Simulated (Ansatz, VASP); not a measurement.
# LiF: VASP beside Ansatz

The input INCAR:

```
PREC = Accurate
ENCUT = 600
EDIFF = 1E-7
ISMEAR = 0
SIGMA = 0.1
LREAL = False
LASPH = True
NELM = 100
ALGO = Normal
ISIF = 3
LWAVE = False
LCHARG = False
GGA = PE
IBRION = 2
NSW = 90
EDIFFG = -0.04
```

The input KPOINTS:

```
Automatic mesh
0
Gamma
  6 4 4
```

The input POSCAR:

```
LiF
1.0
    2.7148288600      0.0000000000      0.0000000000
    0.0000000000      4.6008214700      0.0000000000
    0.0000000000      0.0000000000      4.9814464800
Li F
4 4
Direct
    0.8654439000      0.4375424200      0.1601892700
    0.3654439000      0.0624575800      0.8398107300
    0.6345561000      0.5624575800      0.6601892700
    0.1345561000      0.9375424200      0.3398107300
    0.6345561000      0.0624575800      0.1601892700
    0.1345561000      0.4375424200      0.8398107300
    0.8654439000      0.9375424200      0.6601892700
    0.3654439000      0.5624575800      0.3398107300
```

Input for Ansatz:

```yaml
crystal:
  lattice:
    - [2.71482886, 0.0, 0.0]
    - [0.0, 4.60082147, 0.0]
    - [0.0, 0.0, 4.98144648]
  atoms:
    - { symbol: Li, position: [0.8654439, 0.43754242, 0.16018927] }
    - { symbol: Li, position: [0.3654439, 0.06245758, 0.83981073] }
    - { symbol: Li, position: [0.6345561, 0.56245758, 0.66018927] }
    - { symbol: Li, position: [0.1345561, 0.93754242, 0.33981073] }
    - { symbol: F, position: [0.6345561, 0.06245758, 0.16018927] }
    - { symbol: F, position: [0.1345561, 0.43754242, 0.83981073] }
    - { symbol: F, position: [0.8654439, 0.93754242, 0.66018927] }
    - { symbol: F, position: [0.3654439, 0.56245758, 0.33981073] }
basis:
  ecutwfc: 420
kpoints:
  mp_grid: { grid: [6, 4, 4] }
hamiltonian:
  xc: pbe
scf:
  occupations: { method: gaussian, width: 0.1 }
  lower_state_search: "off"
output:
  forces: true
  stress: true
  eigenvalues: true
relax:
  adjacent_minimum: "off"
  f_tol: 0.04
  max_steps: 70
  cell: { stress_tol: 0.4 }
```

Alike in both runs: task relaxation of cell and atoms; functional PBE; k mesh 6 × 4 × 4; occupations gaussian, width 0.1 eV; no spin polarisation.

```csv
,VASP,Ansatz
version,VASP 6.6.1,Ansatz 0.2.0
potentials or method,"VASP PAW PBE potentials, release 64 (Li_sv, F), cutoff 600 eV","scalar-relativistic, plane waves, PAW"
valence electrons in the cell,40,40
```

|  | VASP | Ansatz | Ansatz less VASP |
| --- | --- | --- | --- |
| gap on the k mesh at the Fermi level, each at its own relaxed structure (eV) | 8.91 | 8.83 | -0.077 |
| relaxed volume (Å³/atom) | 8.33 | 8.40 | +0.071 |
| relaxed cell length with the largest relative difference (Å) | 4.059 | 4.090 | +0.0313 |

Noted on VASP's run: the cutoff is short for stress, so the pressure is rough.
